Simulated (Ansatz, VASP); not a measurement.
## Ag: VASP beside Ansatz

Contents of INCAR:

```
PREC = Accurate ; ENCUT = 520
EDIFF = 1E-7 ; ISMEAR = 0
SIGMA = 0.1 ; LREAL = False
LASPH = True ; NELM = 80
ALGO = Fast ; ISIF = 2
LWAVE = False ; LCHARG = False
GGA = B5 ; ALDAX = 1.0
AGGAX = 1.0 ; AGGAC = 1.0
ALDAC = 0.0 ; NBANDS = 24
```

Contents of KPOINTS:

```
Automatic mesh
0
Gamma
  6 6 6
```

The input POSCAR:

```
Ag
1.0
    1.4730471633      0.8504641762      7.2046500000
   -1.4730471633      0.8504641762      7.2046500000
    0.0000000000     -1.7009283525      7.2046500000
Ag
3
Direct
    0.0000000000      0.0000000000      0.0000000000
    0.7777190000      0.7777190000      0.7777190000
    0.2222810000      0.2222810000      0.2222810000
```

Input for Ansatz:

```yaml
crystal:
  lattice:
    - [1.4730471633, 0.8504641762, 7.20465]
    - [-1.4730471633, 0.8504641762, 7.20465]
    - [0.0, -1.7009283525, 7.20465]
  atoms:
    - { symbol: Ag, position: [0.0, 0.0, 0.0] }
    - { symbol: Ag, position: [0.777719, 0.777719, 0.777719] }
    - { symbol: Ag, position: [0.222281, 0.222281, 0.222281] }
basis:
  ecutwfc: 420
kpoints:
  mp_grid: { grid: [6, 6, 6] }
hamiltonian:
  xc: blyp
scf:
  occupations: { method: gaussian, width: 0.1 }
  convergence: { dr2_threshold: "1e-5 eV" }
output:
  forces: false
  stress: true
  eigenvalues: true
```

Alike in both runs: task single point; functional BLYP; k mesh 6 × 6 × 6; occupations gaussian, width 0.1 eV; no spin polarisation.

|  | VASP | Ansatz |
| --- | --- | --- |
| version | VASP 6.6.1 | Ansatz 0.2.0 |
| potentials or method | VASP PAW PBE potentials, release 64 (Ag), cutoff 520 eV | scalar-relativistic, plane waves, PAW |
| valence electrons in the cell | 33 | 57 |

VASP gave:

```
gap on the k mesh at the Fermi level (eV)                     : none
pressure (GPa)                                                : 6.6
traceless stress, the component that is largest in VASP (GPa) : -0.59
```

Problem. What did Ansatz give for the same quantities?

Solution. gap on the k mesh at the Fermi level (eV): none; pressure (GPa): 6.4; traceless stress, the component that is largest in VASP (GPa): -0.59.

VASP's potentials were made for PBE, not for BLYP. A gap of «none» marks a metal or a gap that the smearing closes. VASP's potentials hold 33 valence electrons a cell and Ansatz's 57, so a difference there can come from the potentials and not from the codes. Ansatz's warnings: stress scf threshold loose.

The k mesh is coarse, so the values compare programs but aren't converged.
